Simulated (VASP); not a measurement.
Input of a VASP 6.6.1 run:

The input INCAR:

```
SYSTEM = Ba
ALGO = Fast ; EDIFF = 1E-7
ENCUT = 520 ; GGA = PS
ISIF = 2 ; ISMEAR = 0
LASPH = .TRUE. ; LCHARG = .FALSE.
LREAL = .FALSE. ; LWAVE = .FALSE.
NBANDS = 17 ; NELM = 100
PREC = Accurate ; SIGMA = 0.15
```

Contents of KPOINTS:

```
k-points
0
G
  9 9 12
  0 0 0
```

Contents of POSCAR:

```
Ba
1.0
    6.7861850613      0.0000000000      0.0000000000
   -3.3930925307      5.8770086578      0.0000000000
    0.0000000000      0.0000000000      3.8507526468
Ba
2
Direct
    0.3333333333      0.6666666667      0.5000000000
    0.6666666667      0.3333333333      0.5000000000
```

Potentials or basis: VASP PAW PBE potentials, release 64 (Ba_sv).

Launch:

```bash
$ cat potpaw_PBE.64/Ba_sv/POTCAR > POTCAR
$ mpirun -np 1 vasp_std > vasp.out
```

Task: What does it give for the pressure?

Result: 0.0 GPa.

Task: Estimate the band gap on the k mesh.

Result: Zero (bands 10 and 11 overlap by 1.05 eV).

Stress tensor (GPa, compression positive):
```
 0.13  0.00  0.00
 0.00  0.13  0.00
 0.00  0.00 -0.38
```

Caveat: the cell differs from its parent crystal (strain -0.030 along x and y, -0.015 along z); the PAW data sets were made with another functional, which shifts forces and pressure a little; spin-orbit coupling is left out, which moves the levels of the heavy elements.
